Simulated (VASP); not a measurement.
## TaN: single point with PBEsol

TaN:

```xyz
6
Lattice="5.1833 0.0000 0.0000 -2.5917 4.4889 0.0000 0.0000 0.0000 2.8993" Properties=species:S:1:pos:R:3 pbc="T T T"
Ta    0.0000    0.0000    0.0000
Ta    0.0000    2.9926    1.4497
Ta    2.5917    1.4963    1.4497
N     2.5917    0.0000    0.0000
N     1.2958    2.2444    0.0000
N    -1.2958    2.2444    0.0000
```

```yaml
Program: VASP 6.6.1
Task: single point
Functional: PBEsol
Potentials_or_basis: VASP PAW PBE potentials, release 64 (Ta_pv, N)
Cutoff: 520 eV
k_mesh: 12 × 12 × 12
Occupations: gaussian, width 0.1 eV
Spin: no spin polarisation
```

The pressure is 4.0 GPa and the band gap on the k mesh is zero (band 24 reaches 9.03 eV, above the bottom of band 25 at 6.81 eV).

Stress tensor (GPa, compression positive):
```
3.85 0.00 0.00
0.00 3.85 0.00
0.00 0.00 4.21
```

Levels at points of the mesh, in eV from the Fermi level:
```
           k point  band 20  band 21  band 22  band 23  band 24  band 25  band 26  band 27  band 28  band 29
(0.00, 0.00, 0.00)    -3.05    -3.05    -2.55    -2.15    -1.33    -1.33     0.78     0.78     1.17     2.17
(0.50, 0.00, 0.00)    -4.66    -3.48    -2.95    -1.75    -0.75     1.29     1.80     1.84     2.29     2.42
(0.00, 0.00, 0.50)    -3.81    -3.16    -3.16    -1.96     0.84     0.84     1.49     1.72     2.51     2.51
(0.50, 0.00, 0.50)    -4.55    -3.45    -3.19    -2.20    -1.27     1.01     1.33     3.09     3.43     3.54
```

It took 3.5 min on 1 thread of Intel Xeon 6975P-C, with other jobs on the host, peak memory 0.36 GiB.

Caveat: the PAW data sets were made with another functional, which shifts forces and pressure a little; spin-orbit coupling is left out, which moves the levels of the heavy elements.
